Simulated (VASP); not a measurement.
## Sn3TeO2: single point with PBE

The system is Sn3TeO2.

```xyz
6
Lattice="5.1848 0.0000 0.0000 -2.5924 4.4901 0.0000 0.0000 0.0000 6.3820" Properties=species:S:1:pos:R:3 pbc="T T T"
Sn    0.0000    0.0000    3.1910
Sn    0.0000    2.9934    0.0000
Sn    0.0000    2.9934    3.1910
Te    0.0000    0.0000    0.0000
O     2.5924    1.4967    2.5142
O     2.5924    1.4967    3.8677
```

The cell was generated, and may not be a known phase.

```yaml
Program: VASP 6.6.1
Task: single point
Functional: PBE
Potentials_or_basis: VASP PAW PBE potentials, release 64 (Sn_d, Te, O)
Cutoff: 520 eV
k_mesh: 6 × 6 × 4
Occupations: gaussian, width 0.1 eV
Spin: no spin polarisation
```

The pressure is 0.2 GPa and the largest force is 0.419 eV/Å. The band gap on the k mesh is zero (bands 30 and 31 overlap by 0.58 eV).

Forces on the atoms (eV/Å):
```
Sn   0.000  0.000  0.000
Sn   0.000  0.000  0.000
Sn   0.000  0.000  0.000
Te   0.000  0.000  0.000
O    0.000  0.000 -0.419
O    0.000  0.000  0.419
```

Stress tensor (GPa, compression positive):
```
0.02 0.00 0.00
0.00 0.02 0.00
0.00 0.00 0.48
```

Levels at points of the mesh, in eV from the Fermi level:
```
           k point  band 28  band 29  band 30  band 31  band 32  band 33
(0.00, 0.00, 0.00)    -0.35    -0.30    -0.30    -0.26    -0.26     1.79
(0.50, 0.00, 0.00)    -1.12    -0.33     0.04     0.18     1.95     3.19
(0.00, 0.00, 0.50)    -0.81    -0.81    -0.38    -0.38     0.04     2.03
(0.50, 0.00, 0.50)    -0.66    -0.31    -0.16     1.12     1.63     2.03
```

Wall time 3.2 min on 1 thread of Oxide Virtual Turin-like Processor (shared host), peak memory 0.28 GiB.

Caveat: semilocal functionals underestimate gaps, and a narrow one can read as zero; spin-orbit coupling is left out, which moves the levels of the heavy elements.
